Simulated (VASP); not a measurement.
# Cs (P6_3/mmc) in VASP: a series of runs

Runs on Cs. Level: revPBE. Tasks: single point.

Everything below comes from runs of VASP 6.6.1. Logs are shortened: lines on timing, memory, paths and dates and some standing lists are left out, and cuts for length are marked.

### 1 The cell of the first run

It takes space group P6_3/mmc (No. 194, hexagonal). The conventional cell has a = 5.427 Å, b = 5.427 Å, c = 17.814 Å, α = 90.00°, β = 90.00°, γ = 120.00°.

### 2 Single point, revPBE (volume scaled by 0.88)

INCAR

```
SYSTEM = Cs
PREC = Accurate
ENCUT = 520
EDIFF = 1E-6
ISMEAR = -1
SIGMA = 0.1
LREAL = .False.
LASPH = .True.
NELM = 100
ALGO = Normal
ISIF = 2
LWAVE = .False.
LCHARG = .True.
GGA = RE
LELF = .True.
LVHAR = .True.
NBANDS = 26
```

KPOINTS

```
regular mesh
0
Gamma
  7 7 2
  0 0 0
```

POSCAR

```
Cs
1.0
    5.4274639636      0.0000000000      0.0000000000
   -2.7137319818      4.7003216706      0.0000000000
    0.0000000000      0.0000000000     17.8138175021
Cs
4
Direct
    0.0000000000      0.0000000000      1.0000000000
    0.0000000000      1.0000000000      0.5000000000
    0.3333333333      0.6666666667      0.2500000000
    0.6666666667      0.3333333333      0.7500000000
```

Potentials or basis: VASP PAW PBE potentials, release 64 (Cs_sv).

Command:

```bash
$ cat potpaw_PBE.64/Cs_sv/POTCAR > POTCAR
$ mpirun -np 1 vasp_std > vasp.out
```

OUTCAR:

```text
SYSTEM = Cs
   PREC = Accurate
   ENCUT = 520
   EDIFF = 1E-6
   ISMEAR = -1
   LREAL = .False.
   LASPH = .True.
   NELM = 100
   ISIF = 2
   GGA = RE

 ion  position               nearest neighbor table
   1  0.000  0.000  0.000-
   2  0.000  0.000  0.500-
   3  0.333  0.667  0.250-
   4  0.667  0.333  0.750-

  LATTYP: Found a hexagonal cell.
 ALAT       =     5.4274639636
 C/A-ratio  =     3.2821622809

  Lattice vectors:

 A1 = (   5.4274639636,   0.0000000000,   0.0000000000)
 A2 = (  -2.7137319818,   4.7003216706,   0.0000000000)
 A3 = (   0.0000000000,   0.0000000000,  17.8138175021)

Analysis of symmetry for initial positions (statically):
=====================================================================
 Subroutine PRICEL returns:
 Original cell was already a primitive cell.

 Routine SETGRP: Setting up the symmetry group for a
 hexagonal supercell.

 Subroutine GETGRP returns: Found 24 space group operations
 (whereof 12 operations were pure point group operations)
 out of a pool of 24 trial point group operations.

The static configuration has the point symmetry D_3d.
 The point group associated with its full space group is D_6h.

Analysis of symmetry for dynamics (positions and initial velocities):
=====================================================================
 Subroutine PRICEL returns:
 Original cell was already a primitive cell.

 Routine SETGRP: Setting up the symmetry group for a
 hexagonal supercell.

 Subroutine GETGRP returns: Found 24 space group operations
 (whereof 12 operations were pure point group operations)
 out of a pool of 24 trial point group operations.

The dynamic configuration has the point symmetry D_3d.
 The point group associated with its full space group is D_6h.

 Subroutine INISYM returns: Found 24 space group operations
 (whereof 12 operations are pure point group operations),
 and found     1 'primitive' translations

----------------------------------------------------------------------------------------

                                     Primitive cell

  volume of cell :     454.4452

  direct lattice vectors                    reciprocal lattice vectors
     5.427463964  0.000000000  0.000000000     0.184248114  0.106375698  0.000000000
    -2.713731982  4.700321671  0.000000000     0.000000000  0.212751397  0.000000000
     0.000000000  0.000000000 17.813817502     0.000000000  0.000000000  0.056136199

  length of vectors
     5.427463964  5.427463964 17.813817502     0.212751397  0.212751397  0.056136199

  position of ions in fractional coordinates (direct lattice)
     0.000000000  0.000000000  0.000000000
     0.000000000  0.000000000  0.500000000
     0.333333333  0.666666667  0.250000000
     0.666666667  0.333333333  0.750000000

  ion indices of the primitive-cell ions
   primitive index   ion index
                 1           1
                 2           2
                 3           3
                 4           4

----------------------------------------------------------------------------------------

 KPOINTS: regular mesh

Automatic generation of k-mesh.
 Grid dimensions read from file:
 generate k-points for:    7    7    2

 Generating k-lattice:

  Cartesian coordinates                     Fractional coordinates (reciprocal lattice)
     0.026321159  0.015196528  0.000000000     0.142857143  0.000000000  0.000000000
     0.000000000  0.030393057  0.000000000     0.000000000  0.142857143  0.000000000
     0.000000000  0.000000000  0.028068099     0.000000000  0.000000000  0.500000000

  Length of vectors
     0.030393057  0.030393057  0.028068099

  Shift w.r.t. Gamma in fractional coordinates (k-lattice)
     0.000000000  0.000000000  0.000000000

 Subroutine IBZKPT returns following result:
 ===========================================

 Found     16 irreducible k-points:

 Following reciprocal coordinates:
            Coordinates               Weight
  0.000000  0.000000  0.000000      1.000000
  0.142857  0.000000  0.000000      6.000000
  0.285714  0.000000  0.000000      6.000000
  0.428571  0.000000  0.000000      6.000000
  0.142857  0.142857  0.000000      6.000000
  0.285714  0.142857  0.000000     12.000000
[... 8 lines left out ...]
  0.428571  0.142857  0.500000      6.000000
  0.285714  0.285714  0.500000      6.000000
   k-points           NKPTS =     16   k-points in BZ     NKDIM =     16   number of bands    NBANDS=     26
   number of dos      NEDOS =    301   number of ions     NIONS =      4
   total plane-waves  NPLWV = 224000
   dimension x,y,z NGX =    40 NGY =   40 NGZ =  140
   dimension x,y,z NGXF=    80 NGYF=   80 NGZF=  280
   ions per type =               4
   NGX,Y,Z   is equivalent  to a cutoff of  12.25, 12.25, 13.07 a.u.
   NGXF,Y,Z  is equivalent  to a cutoff of  24.50, 24.50, 26.13 a.u.
 SYSTEM =  Cs
   PREC   = accura    normal or accurate (medium, high low for compatibility)
   ISTART =      0    job   : 0-new  1-cont  2-samecut
[... 30 lines left out ...]
  Thomas-Fermi vector in A             =   1.787975
   LORBIT       =      0    0 simple, 1 ext, 2 COOP (PROOUT), +10 PAW based schemes
   GGA     = RE    functional components
   LHFCALC =     F    Hartree Fock is set to
   AEXX    =    0.0000 exact exchange contribution
   IVDW    =     0    specifies the selected vdW correction
   LEPSILON=     F    determine dielectric tensor
   LRPA    =     F    only Hartree local field effects (RPA)
 non-spin polarized calculation
  energy-cutoff  :      520.00
  volume of cell :      454.45
 maximum number of plane-waves:     12274
   NGX = 21   NGY = 21   NGZ = 67

 number of electron      36.0000001 magnetization

 Free energy of the ion-electron system (eV)
  ---------------------------------------------------
  ext. energy  EPLUGINS =         0.00000000
  ---------------------------------------------------
  free energy    TOTEN  =        -3.05042166 eV

  energy without entropy =       -2.89359010  energy(sigma->0) =       -2.97200588

 E-fermi :   0.6007     XC(G=0):  -5.3203

 val. band max:        0.5775167733   @ k =   0.0000   0.0000   0.0000
 cond. band min:       0.6040019996   @ k =   0.1429   0.1429   0.5000
 fundamental gap:      0.0264852263
 Fermi energy:         0.6006653524

 k-point     1 :       0.0000    0.0000    0.0000
  band No.  band energies     occupation
      1     -23.2995      2.00000
      2     -23.2967      2.00000
      3     -23.2961      2.00000
      4     -23.2933      2.00000
      5     -10.1907      2.00000
      6     -10.1243      2.00000
[... 18 lines left out ...]
     25       2.9590      0.00000
     26       3.0186      0.00000

 k-point     2 :       0.1429    0.0000    0.0000
  band No.  band energies     occupation
      1     -23.2984      2.00000
      2     -23.2959      2.00000
      3     -23.2953      2.00000
      4     -23.2928      2.00000
      5     -10.1819      2.00000
      6     -10.1275      2.00000
[... 18 lines left out ...]
     25       2.6662      0.00000
     26       2.6892      0.00000

 k-point     3 :       0.2857    0.0000    0.0000
  band No.  band energies     occupation
      1     -23.2959      2.00000
      2     -23.2941      2.00000
      3     -23.2935      2.00000
      4     -23.2917      2.00000
      5     -10.1626      2.00000
      6     -10.1534      2.00000
[... 18 lines left out ...]
     25       2.1920      0.00000
     26       2.2157      0.00000

 k-point     4 :       0.4286    0.0000    0.0000
  band No.  band energies     occupation
      1     -23.2936      2.00000
      2     -23.2926      2.00000
      3     -23.2920      2.00000
      4     -23.2911      2.00000
      5     -10.1859      2.00000
      6     -10.1832      2.00000
[... 18 lines left out ...]
     25       2.1540      0.00000
     26       2.1545      0.00000
[... 264 lines left out ...]
      1     -23.2937      2.00000
      2     -23.2937      2.00000
      3     -23.2916      2.00000
      4     -23.2916      2.00000
      5     -10.1656      2.00000
      6     -10.1656      2.00000
[... 18 lines left out ...]
     25       2.1427      0.00000
     26       2.1427      0.00000

 k-point    15 :       0.4286    0.1429    0.5000
  band No.  band energies     occupation
      1     -23.2926      2.00000
      2     -23.2926      2.00000
      3     -23.2913      2.00000
      4     -23.2913      2.00000
      5     -10.1780      2.00000
      6     -10.1780      2.00000
[... 18 lines left out ...]
     25       1.9909      0.00000
     26       1.9909      0.00000

 k-point    16 :       0.2857    0.2857    0.5000
  band No.  band energies     occupation
      1     -23.2923      2.00000
      2     -23.2923      2.00000
      3     -23.2912      2.00000
      4     -23.2912      2.00000
      5     -10.1636      2.00000
      6     -10.1636      2.00000
[... 18 lines left out ...]
     25       2.0033      0.00000
     26       2.0033      0.00000

------------------------ aborting loop because EDIFF is reached ----------------------------------------

  FORCE on cell =-STRESS in cart. coord.  units (eV):
  Direction    XX          YY          ZZ          XY          YZ          ZX
  --------------------------------------------------------------------------------------
  -------------------------------------------------------------------------------------
  Total        0.7458782      0.7458782      0.7553178      0.0000000     -0.0000000      0.0000000
  in kB        2.6296442      2.6296442      2.6629241      0.0000000     -0.0000000      0.0000000
  external PRESSURE =       2.6407375 kB  Pullay stress =       0.0000000 kB

 VOLUME and BASIS-vectors are now :
 -----------------------------------------------------------------------------
  energy-cutoff  :      520.00
  volume of cell :      454.45
      direct lattice vectors                 reciprocal lattice vectors
     5.427463964  0.000000000  0.000000000     0.184248114  0.106375698  0.000000000
    -2.713731982  4.700321671  0.000000000     0.000000000  0.212751397  0.000000000
     0.000000000  0.000000000 17.813817502     0.000000000  0.000000000  0.056136199

 POSITION                                       TOTAL-FORCE (eV/Angst)
 -----------------------------------------------------------------------------------
      0.00000      0.00000      0.00000         0.000000      0.000000      0.000000
      0.00000      0.00000      8.90691         0.000000      0.000000      0.000000
     -0.00000      3.13355      4.45345         0.000000      0.000000      0.000000
      2.71373      1.56677     13.36036        -0.000000      0.000000      0.000000
 -----------------------------------------------------------------------------------
    total drift:                                0.000000      0.000000     -0.000000

  FREE ENERGIE OF THE ION-ELECTRON SYSTEM (eV)
  ---------------------------------------------------
  free  energy   TOTEN  =        -3.0504216614 eV

  energy  without entropy=       -2.8935900971  energy(sigma->0) =       -2.97200588
```

Run time: 4 min. Hardware: 1 thread of Oxide Virtual Turin-like, shared host; peak memory 0.51 GiB.

What came out:

```
Free energy            : -3.0504 eV
Pressure               : 0.3 GPa
Band gap on the k mesh : zero (band 18 reaches 1.08 eV, above the bottom of band 19 at -0.47 eV)
```

Caveat: the cell differs from its parent crystal (volume scaled by 0.88); the PAW data sets were made with another functional, which shifts forces and pressure a little; spin-orbit coupling is left out, which moves the levels of the heavy elements.

### 3 Single point, revPBE (volume scaled by 0.92)

INCAR

```
SYSTEM = Cs
ALGO     = Normal         ! electronic algorithm
EDIFF    = 1E-6           ! SCF threshold, eV
ENCUT    = 520            ! plane-wave cutoff, eV
GGA      = RE             ! functional
ISIF     = 2              ! what is computed and relaxed
ISMEAR   = -1             ! smearing method
LASPH    = .True.         ! aspherical terms in the spheres
LCHARG   = .False.        ! write CHGCAR
LREAL    = .False.        ! projectors in reciprocal space
LWAVE    = .False.        ! write WAVECAR
NBANDS   = 26             ! bands
NELM     = 60             ! most SCF steps
PREC     = Accurate       ! precision mode
SIGMA    = 0.1            ! smearing width, eV
```

KPOINTS

```
k-points
0
Gamma
  7 7 2
  0 0 0
```

POSCAR

```
Cs
1.0
    5.5084828330      0.0000000000      0.0000000000
   -2.7542414165      4.7704860697      0.0000000000
    0.0000000000      0.0000000000     18.0797345794
Cs
4
Direct
    0.0000000000      0.0000000000      1.0000000000
    0.0000000000      1.0000000000      0.5000000000
    0.3333333333      0.6666666667      0.2500000000
    0.6666666667      0.3333333333      0.7500000000
```

Potentials or basis: VASP PAW PBE potentials, release 64 (Cs_sv).

Command:

```bash
$ cat potpaw_PBE.64/Cs_sv/POTCAR > POTCAR
$ mpirun -np 1 vasp_std > vasp.out
```

Wall time 3.9 min (1 thread of Oxide Virtual Turin-like, shared host); peak memory 0.57 GiB.

Results (log left out):

```yaml
Free_energy: -3.0785 eV
Pressure: 0.2 GPa
Band_gap_on_the_k_mesh: zero (band 18 reaches 0.97 eV, above the bottom of band 19 at -0.56 eV)
```

Levels at points of the mesh, in eV from the Fermi level:
```csv
k point,band 16,band 17,band 18,band 19,band 20,band 21
"(0.00, 0.00, 0.00)",-10.68,-1.64,-1.05,-1.05,-0.01,0.69
"(0.00, 0.00, 0.50)",-10.69,-1.48,-1.48,-0.45,-0.45,1.06
```

Caveat: the cell differs from its parent crystal (volume scaled by 0.92); the PAW data sets were made with another functional, which shifts forces and pressure a little; spin-orbit coupling is left out, which moves the levels of the heavy elements.

### 4 Single point, revPBE (volume scaled by 0.96)

INCAR

```
ALGO     = Normal         # electronic algorithm
EDIFF    = 1E-6           # SCF threshold, eV
ENCUT    = 520            # plane-wave cutoff, eV
GGA      = RE             # functional
ISIF     = 2              # what is computed and relaxed
ISMEAR   = -1             # smearing method
LASPH    = T              # aspherical terms in the spheres
LCHARG   = F              # write CHGCAR
LREAL    = F              # projectors in reciprocal space
LWAVE    = F              # write WAVECAR
NBANDS   = 26             # bands
NELM     = 60             # most SCF steps
PREC     = Accurate       # precision mode
SIGMA    = 0.1            # smearing width, eV
```

KPOINTS

```
k-points
0
Gamma
  7 7 2
```

POSCAR

```
Cs
1.0
    5.5871860782      0.0000000000      0.0000000000
   -2.7935930391      4.8386450794      0.0000000000
    0.0000000000      0.0000000000     18.3380514019
Cs
4
Direct
    0.0000000000      0.0000000000      1.0000000000
    0.0000000000      1.0000000000      0.5000000000
    0.3333333333      0.6666666667      0.2500000000
    0.6666666667      0.3333333333      0.7500000000
```

Command:

```bash
$ cat potpaw_PBE.64/Cs_sv/POTCAR > POTCAR
$ mpirun -np 1 vasp_std > vasp.out
```

It took 3.2 min on 1 thread of Oxide Virtual Turin-like, shared host; peak memory 0.56 GiB.

It converged, with:

```
Free energy            : -3.0943 eV
Pressure               : 0.1 GPa
Band gap on the k mesh : zero (band 18 reaches 0.86 eV, above the bottom of band 19 at -0.64 eV)
```

Levels at points of the mesh, in eV from the Fermi level:
| k point | band 15 | band 16 | band 17 | band 18 | band 19 | band 20 | band 21 | band 22 |
| --- | --- | --- | --- | --- | --- | --- | --- | --- |
| (0.00, 0.00, 0.00) | -10.71 | -10.71 | -1.59 | -1.03 | -1.03 | 0.00 | 0.65 | 1.60 |
| (0.00, 0.00, 0.50) | -10.72 | -10.72 | -1.45 | -1.45 | -0.44 | -0.44 | 1.05 | 1.05 |

Caveat: the cell differs from its parent crystal (volume scaled by 0.96); the PAW data sets were made with another functional, which shifts forces and pressure a little; spin-orbit coupling is left out, which moves the levels of the heavy elements.

### 5 Single point, revPBE

This run uses another cell than the first one, of 129.10 Å³/atom, 1.136 times its volume.

INCAR: that of step 4 with these lines changed.

```diff
@@ -11,3 +11,3 @@
 NBANDS   = 26             # bands
-NELM     = 60             # most SCF steps
+NELM     = 100            # most SCF steps
 PREC     = Accurate       # precision mode
```

KPOINTS is that of step 4.

POSCAR

```
Cs
1.0
    5.6637323857      0.0000000000      0.0000000000
   -2.8318661928      4.9049361263      0.0000000000
    0.0000000000      0.0000000000     18.5892888053
Cs
4
Direct
    0.0000000000      0.0000000000      1.0000000000
    0.0000000000      1.0000000000      0.5000000000
    0.3333333333      0.6666666667      0.2500000000
    0.6666666667      0.3333333333      0.7500000000
```

Command:

```bash
$ cat potpaw_PBE.64/Cs_sv/POTCAR > POTCAR
$ mpirun -np 1 vasp_std > vasp.out
```

Run time: 4.9 min. Hardware: 1 thread of Oxide Virtual Turin-like, shared host; peak memory 0.54 GiB.

Results (log left out):

```
Free energy            : -3.0999 eV
Pressure               : 0.0 GPa
Band gap on the k mesh : zero (band 18 reaches 0.76 eV, above the bottom of band 19 at -0.72 eV)
```

Levels at points of the mesh, in eV from the Fermi level:
```
           k point  band 16  band 17  band 18  band 19  band 20  band 21
(0.00, 0.00, 0.00)   -10.74    -1.55    -1.01    -1.01     0.01     0.62
(0.00, 0.00, 0.50)   -10.74    -1.41    -1.41    -0.43    -0.43     1.03
```

Caveat: the PAW data sets were made with another functional, which shifts forces and pressure a little; spin-orbit coupling is left out, which moves the levels of the heavy elements.

### 6 Single point, revPBE (volume scaled by 1.04)

INCAR

```
  PREC = Accurate
  ENCUT = 520
  EDIFF = 1E-7
  ISMEAR = -1
  SIGMA = 0.1
  LREAL = F
  LASPH = T
  NELM = 80
  ALGO = Normal
  ISIF = 2
  LWAVE = F
  LCHARG = F
  GGA = RE
  NBANDS = 26
```

KPOINTS

```
regular mesh
0
Gamma
  7 7 2
```

POSCAR

```
Cs
1.0
    5.7382637273      0.0000000000      0.0000000000
   -2.8691318636      4.9694821615      0.0000000000
    0.0000000000      0.0000000000     18.8339127634
Cs
4
Direct
    0.0000000000      0.0000000000      1.0000000000
    0.0000000000      1.0000000000      0.5000000000
    0.3333333333      0.6666666667      0.2500000000
    0.6666666667      0.3333333333      0.7500000000
```

Potentials or basis: VASP PAW PBE potentials, release 64 (Cs_sv).

Command:

```bash
$ cat potpaw_PBE.64/Cs_sv/POTCAR > POTCAR
$ mpirun -np 1 vasp_std > vasp.out
```

It took 7.1 min on 1 thread of Oxide Virtual Turin-like, shared host; peak memory 0.66 GiB.

The run converged. Its results:

```yaml
Free_energy: -3.0970 eV
Pressure: -0.1 GPa
Band_gap_on_the_k_mesh: zero (band 18 reaches 0.67 eV, above the bottom of band 19 at -0.78 eV)
```

Levels at points of the mesh, in eV from the Fermi level:
```csv
k point,band 15,band 16,band 17,band 18,band 19,band 20,band 21,band 22
"(0.00, 0.00, 0.00)",-10.77,-10.77,-1.51,-0.99,-0.99,0.02,0.60,1.58
"(0.00, 0.00, 0.50)",-10.77,-10.77,-1.38,-1.38,-0.42,-0.42,1.02,1.02
```

Caveat: the cell differs from its parent crystal (volume scaled by 1.04); the PAW data sets were made with another functional, which shifts forces and pressure a little; spin-orbit coupling is left out, which moves the levels of the heavy elements.

### 7 The runs side by side

```tsv
cell	gap on the mesh (eV)	pressure (GPa)
a = 5.427, b = 5.427, c = 17.814 Å, angles 90.0, 90.0, 120.0°, 4 atoms	none	0.3
a = 5.508, b = 5.508, c = 18.080 Å, angles 90.0, 90.0, 120.0°, 4 atoms	none	0.2
a = 5.587, b = 5.587, c = 18.338 Å, angles 90.0, 90.0, 120.0°, 4 atoms	none	0.1
a = 5.664, b = 5.664, c = 18.589 Å, angles 90.0, 90.0, 120.0°, 4 atoms	none	0.0
a = 5.738, b = 5.738, c = 18.834 Å, angles 90.0, 90.0, 120.0°, 4 atoms	none	-0.1
```

Alike in all rows: task single point; level revPBE; potentials or basis VASP PAW PBE potentials, release 64 (Cs_sv); no spin polarisation; k mesh 7 × 7 × 2; cutoff (eV) 520; smearing fermi-dirac 0.1 eV.

Caveats: the PAW data sets were made with another functional, which shifts forces and pressure a little; spin-orbit coupling is left out, which moves the levels of the heavy elements.

Total energies depend on the potentials used, so only differences within one code and one set of settings carry meaning.
